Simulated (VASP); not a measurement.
## SnO2: single point with PBE

SnO2:

```
Sn O
1.0
     3.59273    0.00000    0.00000
     0.00000    3.59273    0.00000
     0.00000    0.00000    5.53211
Sn O
2 4
Cartesian
  1.7964 1.7964 2.7661
  0.0000 0.0000 0.0000
  0.0000 1.7964 3.7442
  1.7964 0.0000 4.5540
  1.7964 0.0000 1.7880
  0.0000 1.7964 0.9781
```

- Program: VASP 6.6.1
- Task: single point
- Functional: PBE
- Potentials or basis: VASP PAW PBE potentials, release 64 (Sn_d, O)
- Cutoff: 520 eV
- k mesh: 8 × 8 × 6
- Occupations: fermi-dirac, width 0.02 eV
- Spin: no spin polarisation
- Dipole correction: no
- Further INCAR settings: ALGO = Normal; EDIFF = 1e-07; NBANDS = 35

```
Pressure               : 0.5 GPa
Largest force          : 0.047 eV/Å
Band gap on the k mesh : 0.77 eV (least direct gap 0.82 eV)
```

Forces in eV/Å, atoms in the order of the input:
```
Sn   0.000  0.000  0.000
Sn   0.000  0.000  0.000
O    0.000  0.000  0.047
O    0.000  0.000 -0.047
O    0.000  0.000 -0.047
O    0.000  0.000  0.047
```

Stress tensor (GPa, compression positive):
```
0.64 0.00 0.00
0.00 0.64 0.00
0.00 0.00 0.26
```

Levels at points of the mesh, in eV from the valence-band top:
| k point | band 23 | band 24 | band 25 | band 26 | band 27 | band 28 | band 29 | band 30 |
| --- | --- | --- | --- | --- | --- | --- | --- | --- |
| (0.00, 0.00, 0.00) | -0.92 | -0.41 | -0.05 | -0.05 | 0.77 | 4.00 | 7.21 | 7.48 |
| (0.50, 0.00, 0.00) | -1.04 | -1.04 | -0.50 | -0.50 | 4.29 | 4.29 | 7.66 | 7.66 |
| (0.50, 0.50, 0.00) | -0.42 | -0.42 | 0.00 | 0.00 | 5.52 | 5.52 | 7.22 | 7.22 |
| (0.00, 0.00, 0.50) | -1.09 | -1.09 | 0.00 | 0.00 | 3.28 | 3.28 | 6.52 | 6.52 |
| (0.50, 0.00, 0.50) | -1.18 | -1.18 | -1.16 | -1.16 | 4.53 | 4.53 | 8.37 | 8.37 |
| (0.50, 0.50, 0.50) | -0.41 | -0.41 | -0.38 | -0.38 | 5.81 | 5.81 | 9.47 | 9.47 |

Wall time 100 s on 1 thread of AMD EPYC 9R45 96-Core Processor (Zen 5) (shared host), peak memory 0.21 GiB.

Caveat: semilocal functionals underestimate gaps, and a narrow one can read as zero; spin-orbit coupling is left out, which moves the levels of the heavy elements. A k mesh can miss the band edges.
